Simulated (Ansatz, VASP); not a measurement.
# Two plane-wave programs on TaSi2

```
Ta Si
1.0
     4.76136    0.00000    0.00000
    -2.38068    4.12346    0.00000
     0.00000    0.00000    6.55812
Ta Si
3 6
Cartesian
  1.5247 0.0000 0.0000
  1.1903 2.0617 4.3721
  -1.1903 2.0617 2.1860
  0.0000 1.3134 0.0000
  3.6239 0.6567 4.3721
  1.2432 3.4667 2.1860
  2.3807 2.8100 0.0000
  -1.2432 3.4667 4.3721
  1.1375 0.6567 2.1860
```

Alike in both runs: task single point; functional PBEsol; k mesh 9 × 9 × 6; occupations gaussian, width 0.15 eV; no spin polarisation.

|  | VASP | Ansatz |
| --- | --- | --- |
| version | VASP 6.6.1 | Ansatz 0.2.0 |
| potentials or method | VASP PAW PBE potentials, release 64 (Ta_pv, Si), cutoff 520 eV | scalar-relativistic, plane waves, PAW |
| valence electrons in the cell | 57 | 63 |

Ansatz gave:

* gap on the k mesh at the Fermi level (eV): none
* pressure (GPa): 25.2
* traceless stress, the component that is largest in VASP (GPa): 9.77
* rms of the force components (eV/Å): 5.682

Problem. Estimate VASP's values.

Solution. gap on the k mesh at the Fermi level (eV): none; pressure (GPa): 25.5; traceless stress, the component that is largest in VASP (GPa): 9.77; rms of the force components (eV/Å): 5.707.

VASP's potentials were made for PBE, not for PBEsol, and Ansatz warns of the same on its side. Atom by atom the forces differ by 0.026 eV/Å (rms over components). A gap of «none» marks a metal or a gap that the smearing closes. VASP's potentials hold 57 valence electrons a cell and Ansatz's 63, so a difference there can come from the potentials and not from the codes.

Neither program's run includes spin-orbit coupling.
